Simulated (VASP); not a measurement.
Write the native input for VASP 6.6.1 that does the following.

```yaml
Task: single point
Functional: PBE
Potentials_or_basis: VASP PAW PBE potentials, release 64 (Pr_3, Os, C), 4f in core
Cutoff: 600 eV
k_mesh: 12 × 12 × 10
Occupations: gaussian, width 0.1 eV
Spin: no spin polarisation
Dipole_correction: no
Further_INCAR_settings: ALGO = Normal; EDIFF = 1e-06; NBANDS = 24
```

The structure of PrOs2C lies in POSCAR:

```
PrOs2C
1.0
    4.1554013363      0.0000000000      0.0000000000
   -2.0777006682      3.5986831201      0.0000000000
    0.0000000000      0.0000000000      4.9938256690
Pr Os C
1 2 1
Direct
    0.0000000000      0.0000000000      0.0000000000
    0.3333333333      0.6666666667      0.5000000000
    0.6666666667      0.3333333333      0.5000000000
    0.0000000000      0.0000000000      0.5000000000
```

The cell was generated, and may not be a known phase.

These files were run (other wordings do the same):

INCAR

```
PREC = Accurate ; ENCUT = 600
EDIFF = 1E-6 ; ISMEAR = 0
SIGMA = 0.1 ; LREAL = F
LASPH = T ; NELM = 200
ALGO = Normal ; ISIF = 2
LWAVE = F ; LCHARG = F
GGA = PE ; NBANDS = 24
GGA_COMPAT = F ; LMAXMIX = 6
```

KPOINTS

```
Automatic mesh
0
Gamma
  12 12 10
```

Potentials or basis: VASP PAW PBE potentials, release 64 (Pr_3, Os, C), 4f in core.

The run is started by

```bash
$ cat potpaw_PBE.64/Pr_3/POTCAR potpaw_PBE.64/Os/POTCAR potpaw_PBE.64/C/POTCAR > POTCAR
$ mpirun -np 1 vasp_std > vasp.out
```

Results of the run:

| Item | Value |
| --- | --- |
| Pressure | 0.0 GPa |
| Band gap on the k mesh | zero (an odd number of electrons rules out a gap without spin polarisation) |

Caveat: spin-orbit coupling is left out, which moves the levels of the heavy elements; the 4f electrons are frozen in the core, so they carry no moment and show no levels.

It took 86 s on 1 thread of Intel(R) Xeon(R) 6975P-C (Granite Rapids), on a shared host, peak memory 0.41 GiB.
